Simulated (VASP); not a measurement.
A run of VASP 6.6.1 is set up as follows.

INCAR

```
  PREC = Accurate
  ENCUT = 520
  EDIFF = 1E-6
  ISMEAR = -1
  SIGMA = 0.02
  LREAL = F
  LASPH = T
  NELM = 100
  ALGO = Normal
  ISIF = 2
  LWAVE = F
  LCHARG = F
  GGA = PE
  NBANDS = 20
```

The input KPOINTS:

```
Automatic mesh
0
Gamma
  10 10 10
```

File POSCAR:

```
WSe2
1.0
    1.6510739566      0.9532479933      6.9250794587
   -1.6510739566      0.9532479933      6.9250794587
    0.0000000000     -1.9064959865      6.9250794587
W Se
1 2
Direct
   -0.0000065916     -0.0000065916     -0.0000065916
    0.4136169466      0.4136169466      0.4136169466
    0.2530563118      0.2530563118      0.2530563118
```

Potentials or basis: VASP PAW PBE potentials, release 64 (W_sv, Se).

Launch:

```bash
$ cat potpaw_PBE.64/W_sv/POTCAR potpaw_PBE.64/Se/POTCAR > POTCAR
$ mpirun -np 1 vasp_std > vasp.out
```

Q: Estimate the pressure.

A: 2.8 GPa.

Q: Predict the band gap on the k mesh.

A: 1.31 eV, indirect (least direct gap 1.87 eV).

Forces in eV/Å, atoms in the order of the input:
```
W    0.000  0.000  0.000
Se   0.000  0.000  0.317
Se   0.000  0.000 -0.317
```

Caveat: the cell differs from its parent crystal (uniaxial z strain +5.2%); spin-orbit coupling is left out, which moves the levels of the heavy elements. A k mesh can miss the band edges.
